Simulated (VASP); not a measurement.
# Rh (Pm-3m) in VASP: further runs

The runs below take Rh through single point, with r2SCAN.

Program: VASP 6.6.1. These are calculated values, not measurements. Logs are shortened: lines on timing, memory, paths and dates and some standing lists are left out, and cuts for length are marked.

### 1 The cell of the first run

The structure is cubic, space group Pm-3m (No. 221). The conventional cell has a = 2.579 Å, b = 2.579 Å, c = 2.579 Å, α = 90.00°, β = 90.00°, γ = 90.00°. Within 3.4 Å of Rh (site symmetry m-3m) lie 6 Rh at 2.58 Å.

This isn't the form of Rh at room conditions, which is fcc.

### 2 Single point, r2SCAN (17.16 Å³/atom)

Contents of POSCAR:

```
Rh
1.0
    2.5791848447      0.0000000000      0.0000000000
    0.0000000000      2.5791848447      0.0000000000
    0.0000000000      0.0000000000      2.5791848447
Rh
1
Direct
    0.0000000000      0.0000000000      0.0000000000
```

Contents of INCAR.step1:

```
SYSTEM = Rh
ALGO     = Normal         ! electronic algorithm
EDIFF    = 1E-5           ! SCF threshold, eV
ENCUT    = 550            ! plane-wave cutoff, eV
GGA      = PE             ! functional
GGA_COMPAT= .FALSE.      
ISMEAR   = -1             ! smearing method
LASPH    = .TRUE.         ! aspherical terms in the spheres
LCHARG   = .FALSE.        ! write CHGCAR
LREAL    = .FALSE.        ! projectors in reciprocal space
LWAVE    = .TRUE.         ! write WAVECAR
NBANDS   = 14             ! bands
NELM     = 120            ! most SCF steps
PREC     = Accurate       ! precision mode
SIGMA    = 0.1            ! smearing width, eV
```

Contents of INCAR.step2:

```
SYSTEM = Rh
ALGO     = Normal         ! electronic algorithm
EDIFF    = 1E-6           ! SCF threshold, eV
ENCUT    = 550            ! plane-wave cutoff, eV
GGA_COMPAT= .FALSE.      
ISIF     = 2              ! what is computed and relaxed
ISMEAR   = -1             ! smearing method
ISTART   = 1            
LASPH    = .TRUE.         ! aspherical terms in the spheres
LCHARG   = .TRUE.         ! write CHGCAR
LELF     = .TRUE.         ! ELF
LMIXTAU  = .TRUE.       
LREAL    = .FALSE.        ! projectors in reciprocal space
LVHAR    = .TRUE.       
LWAVE    = .FALSE.        ! write WAVECAR
METAGGA  = R2SCAN         ! meta-GGA
NBANDS   = 14             ! bands
NELM     = 120            ! most SCF steps
PREC     = Accurate       ! precision mode
SIGMA    = 0.1            ! smearing width, eV
```

Contents of KPOINTS:

```
k-points
0
G
  14 14 14
  0 0 0
```

Potentials or basis: VASP PAW PBE potentials, release 64 (Rh_pv).

Started as:

```bash
> cat potpaw_PBE.64/Rh_pv/POTCAR > POTCAR
> cp INCAR.step1 INCAR
> mpirun -np 1 vasp_std > vasp.out
> cp INCAR.step2 INCAR
> mpirun -np 1 vasp_std > vasp.out
```

OUTCAR:

```text
SYSTEM = Rh
   EDIFF = 1E-6
   ENCUT = 550
   ISIF = 2
   ISMEAR = -1
   ISTART = 1
   LASPH = .TRUE.
   LREAL = .FALSE.
   METAGGA = R2SCAN
   NELM = 120
   PREC = Accurate

 ion  position               nearest neighbor table
   1  0.000  0.000  0.000-

  LATTYP: Found a simple cubic cell.
 ALAT       =     2.5791848447

  Lattice vectors:

 A1 = (   2.5791848447,   0.0000000000,   0.0000000000)
 A2 = (   0.0000000000,   2.5791848447,   0.0000000000)
 A3 = (   0.0000000000,   0.0000000000,   2.5791848447)

Analysis of symmetry for initial positions (statically):
=====================================================================
 Subroutine PRICEL returns:
 Original cell was already a primitive cell.

 Routine SETGRP: Setting up the symmetry group for a
 simple cubic supercell.

 Subroutine GETGRP returns: Found 48 space group operations
 (whereof 48 operations were pure point group operations)
 out of a pool of 48 trial point group operations.

The static configuration has the point symmetry O_h .

Analysis of symmetry for dynamics (positions and initial velocities):
=====================================================================
 Subroutine PRICEL returns:
 Original cell was already a primitive cell.

 Routine SETGRP: Setting up the symmetry group for a
 simple cubic supercell.

 Subroutine GETGRP returns: Found 48 space group operations
 (whereof 48 operations were pure point group operations)
 out of a pool of 48 trial point group operations.

The dynamic configuration has the point symmetry O_h .

 Subroutine INISYM returns: Found 48 space group operations
 (whereof 48 operations are pure point group operations),
 and found     1 'primitive' translations

----------------------------------------------------------------------------------------

                                     Primitive cell

  volume of cell :      17.1572

  direct lattice vectors                    reciprocal lattice vectors
     2.579184845  0.000000000  0.000000000     0.387719400  0.000000000  0.000000000
     0.000000000  2.579184845  0.000000000     0.000000000  0.387719400  0.000000000
     0.000000000  0.000000000  2.579184845     0.000000000  0.000000000  0.387719400

  length of vectors
     2.579184845  2.579184845  2.579184845     0.387719400  0.387719400  0.387719400

  position of ions in fractional coordinates (direct lattice)
     0.000000000  0.000000000  0.000000000

  ion indices of the primitive-cell ions
   primitive index   ion index
                 1           1

----------------------------------------------------------------------------------------

 KPOINTS: k-points

Automatic generation of k-mesh.
 Grid dimensions read from file:
 generate k-points for:   14   14   14

 Generating k-lattice:

  Cartesian coordinates                     Fractional coordinates (reciprocal lattice)
     0.027694243  0.000000000  0.000000000     0.071428571  0.000000000  0.000000000
     0.000000000  0.027694243  0.000000000     0.000000000  0.071428571  0.000000000
     0.000000000  0.000000000  0.027694243     0.000000000  0.000000000  0.071428571

  Length of vectors
     0.027694243  0.027694243  0.027694243

  Shift w.r.t. Gamma in fractional coordinates (k-lattice)
     0.000000000  0.000000000  0.000000000

 Subroutine IBZKPT returns following result:
 ===========================================

 Found    120 irreducible k-points:

 Following reciprocal coordinates:
            Coordinates               Weight
  0.000000  0.000000  0.000000      1.000000
  0.071429  0.000000  0.000000      6.000000
  0.142857  0.000000  0.000000      6.000000
  0.214286  0.000000  0.000000      6.000000
  0.285714  0.000000  0.000000      6.000000
  0.357143  0.000000  0.000000      6.000000
[... 16 lines left out ...]
  0.285714  0.214286  0.000000     24.000000
  0.357143  0.214286  0.000000     24.000000
 [... further k-points ...]
   k-points           NKPTS =    120   k-points in BZ     NKDIM =    120   number of bands    NBANDS=     14
   number of dos      NEDOS =    301   number of ions     NIONS =      1
   total plane-waves  NPLWV =   8000
   dimension x,y,z NGX =    20 NGY =   20 NGZ =   20
   dimension x,y,z NGXF=    40 NGYF=   40 NGZF=   40
   ions per type =               1
   NGX,Y,Z   is equivalent  to a cutoff of  12.89, 12.89, 12.89 a.u.
   NGXF,Y,Z  is equivalent  to a cutoff of  25.78, 25.78, 25.78 a.u.
 SYSTEM =  Rh
   PREC   = accura    normal or accurate (medium, high low for compatibility)
   ISTART =      1    job   : 0-new  1-cont  2-samecut
   ICHARG =      0    charge: 1-file 2-atom 10-const
   ISPIN  =      1    spin polarized calculation?
   LNONCOLLINEAR =      F non collinear calculations
   LSORBIT =      F    spin-orbit coupling
   LASPH  =      T    aspherical Exc in radial PAW
   ENCUT  =  550.0 eV  40.42 Ry    6.36 a.u.   4.93  4.93  4.93*2*pi/ulx,y,z
   NELM   =    120;   NELMIN=  2; NELMDL=  0     # of ELM steps
   EDIFF  = 0.1E-05   stopping-criterion for ELM
   LREAL  =      F    real-space projection
[... 7 lines left out ...]
   TEBEG  =    0.0;   TEEND  =   0.0 temperature during run
   PSTRESS=    0.0 pullay stress
   NELECT =      15.0000    total number of electrons
   NUPDOWN=      -1.0000    fix difference up-down
   EMIN   =  10.00;   EMAX   =-10.00  energy-range for DOS
   EFERMI =   0.00;   METHOD = LEGACY
   ISMEAR =    -1;   SIGMA  =   0.10  broadening in eV -4-tet -1-fermi 0-gaus
   EFERMI_NEDOS =   21; number of points for ismear=-14 and -15
   IALGO  =     38    algorithm
   IMIX   =      4    mixing-type and parameters
     AMIX     =   0.40;   BMIX     =  1.00
     AMIX_MAG =   1.60;   BMIX_MAG =  1.00
  volume/ion in A,a.u.               =      17.16       115.78
  Fermi-wavevector in a.u.,A,eV,Ry     =   1.565391  2.958160 33.340375  2.450448
  Thomas-Fermi vector in A             =   2.667874
   LORBIT       =      0    0 simple, 1 ext, 2 COOP (PROOUT), +10 PAW based schemes
   METAGGA = R2SCAN    functional components
   LHFCALC =     F    Hartree Fock is set to
   AEXX    =    0.0000 exact exchange contribution
   IVDW    =     0    specifies the selected vdW correction
   LEPSILON=     F    determine dielectric tensor
   LRPA    =     F    only Hartree local field effects (RPA)
 non-spin polarized calculation
  energy-cutoff  :      550.00
  volume of cell :       17.16
 maximum number of plane-waves:       516
 NGX is ok and might be reduce to    20
   NGX =  9   NGY =  9   NGZ =  9

 number of electron      15.0000012 magnetization

 Free energy of the ion-electron system (eV)
  ---------------------------------------------------
  ext. energy  EPLUGINS =         0.00000000
  ---------------------------------------------------
  free energy    TOTEN  =       -23.32632276 eV

  energy without entropy =      -23.26933351  energy(sigma->0) =      -23.29782814

 E-fermi :   8.3010     XC(G=0): -13.3093

 val. band max:        8.2916451310   @ k =   0.5000   0.2143   0.0714
 cond. band min:       8.3097649444   @ k =   0.2857   0.2857   0.0000
 fundamental gap:      0.0181198134
 Fermi energy:         8.3010029848

 k-point     1 :       0.0000    0.0000    0.0000
  band No.  band energies     occupation
      1     -39.0078      2.00000
      2     -39.0078      2.00000
      3     -39.0078      2.00000
      4       1.8476      2.00000
      5       3.4030      2.00000
      6       3.4030      2.00000
      7       8.9810      0.00223
      8       8.9810      0.00223
      9       8.9810      0.00223
     10      25.4655      0.00000
     11      25.4655      0.00000
     12      25.4655      0.00000
     13      26.5593      0.00000
     14      32.6616      0.00000

 k-point     2 :       0.0714    0.0000    0.0000
  band No.  band energies     occupation
      1     -39.0401      2.00000
      2     -39.0052      2.00000
      3     -39.0052      2.00000
      4       1.9922      2.00000
      5       3.4305      2.00000
      6       3.5332      2.00000
      7       8.8645      0.00712
      8       8.8645      0.00712
      9       8.9901      0.00203
     10      24.4526      0.00000
     11      25.7153      0.00000
     12      25.7153      0.00000
     13      26.5598      0.00000
     14      32.1012      0.00000

 k-point     3 :       0.1429    0.0000    0.0000
  band No.  band energies     occupation
      1     -39.1301      2.00000
      2     -38.9977      2.00000
      3     -38.9977      2.00000
      4       2.3733      2.00000
      5       3.5083      2.00000
      6       3.9513      2.00000
      7       8.5510      0.15177
      8       8.5510      0.15177
      9       9.0159      0.00157
     10      22.4114      0.00000
     11      26.4217      0.00000
     12      26.4217      0.00000
     13      26.5601      0.00000
     14      30.8646      0.00000
[... 324 lines left out ...]
 k-point    23 :       0.2857    0.2143    0.0000
  band No.  band energies     occupation
      1     -39.3736      2.00000
      2     -39.2202      2.00000
      3     -38.9543      2.00000
      4       3.8750      2.00000
      5       4.7945      2.00000
      6       5.7658      2.00000
      7       7.7808      1.98905
      8       7.8028      1.98637
      9       8.3113      0.94877
     10      19.2636      0.00000
     11      22.8322      0.00000
     12      26.5604      0.00000
     13      29.0667      0.00000
     14      30.7945      0.00000

 k-point    24 :       0.3571    0.2143    0.0000
  band No.  band energies     occupation
      1     -39.4970      2.00000
      2     -39.2077      2.00000
      3     -38.9435      2.00000
      4       4.1037      2.00000
      5       4.8228      2.00000
      6       5.9639      2.00000
      7       7.4547      1.99958
      8       8.3598      0.71400
      9       8.8885      0.00560
     10      17.2377      0.00000
     11      23.8399      0.00000
     12      26.5602      0.00000
     13      28.3316      0.00000
     14      31.7035      0.00000

 [... further k-points ...]

------------------------ aborting loop because EDIFF is reached ----------------------------------------

  FORCE on cell =-STRESS in cart. coord.  units (eV):
  Direction    XX          YY          ZZ          XY          YZ          ZX
  --------------------------------------------------------------------------------------
  -------------------------------------------------------------------------------------
  Total       -1.3097043     -1.3097043     -1.3097043      0.0000000     -0.0000000     -0.0000000
  in kB     -122.3028074   -122.3028074   -122.3028074      0.0000000     -0.0000000     -0.0000000
  external PRESSURE =    -122.3028074 kB  Pullay stress =       0.0000000 kB

 VOLUME and BASIS-vectors are now :
 -----------------------------------------------------------------------------
  energy-cutoff  :      550.00
  volume of cell :       17.16
      direct lattice vectors                 reciprocal lattice vectors
     2.579184845  0.000000000  0.000000000     0.387719400  0.000000000  0.000000000
     0.000000000  2.579184845  0.000000000     0.000000000  0.387719400  0.000000000
     0.000000000  0.000000000  2.579184845     0.000000000  0.000000000  0.387719400

 POSITION                                       TOTAL-FORCE (eV/Angst)
 -----------------------------------------------------------------------------------
      0.00000      0.00000      0.00000         0.000000      0.000000      0.000000
 -----------------------------------------------------------------------------------
    total drift:                               -0.000000      0.000000      0.000000

  FREE ENERGIE OF THE ION-ELECTRON SYSTEM (eV)
  ---------------------------------------------------
  free  energy   TOTEN  =       -23.3263227611 eV

  energy  without entropy=      -23.2693335108  energy(sigma->0) =      -23.29782814
```

Run time: 34 s. Hardware: 1 thread of Intel Xeon 6975P-C (Granite Rapids), shared host; peak memory 0.14 GiB.

What came out:

```
Free energy            : -23.3263 eV
Pressure               : -12.2 GPa
Band gap on the k mesh : zero (an odd number of electrons rules out a gap without spin polarisation)
```

Levels at points of the mesh, in eV from the Fermi level:
| k point | band 4 | band 5 | band 6 | band 7 | band 8 | band 9 | band 10 | band 11 |
| --- | --- | --- | --- | --- | --- | --- | --- | --- |
| (0.00, 0.00, 0.00) | -6.45 | -4.90 | -4.90 | 0.68 | 0.68 | 0.68 | 17.16 | 17.16 |
| (0.50, 0.00, 0.00) | -4.31 | -4.15 | -1.30 | -1.30 | 0.38 | 0.87 | 6.08 | 18.23 |
| (0.50, 0.50, 0.00) | -5.25 | -3.51 | -0.93 | -0.93 | 2.19 | 5.87 | 5.87 | 13.33 |
| (0.50, 0.50, 0.50) | -4.21 | -4.21 | -4.21 | 2.31 | 2.31 | 11.01 | 12.11 | 12.11 |

Caveat: the cell stands under tension; the PAW data sets were made with another functional, which shifts forces and pressure a little.

(Part 1 of 2 ends here.)
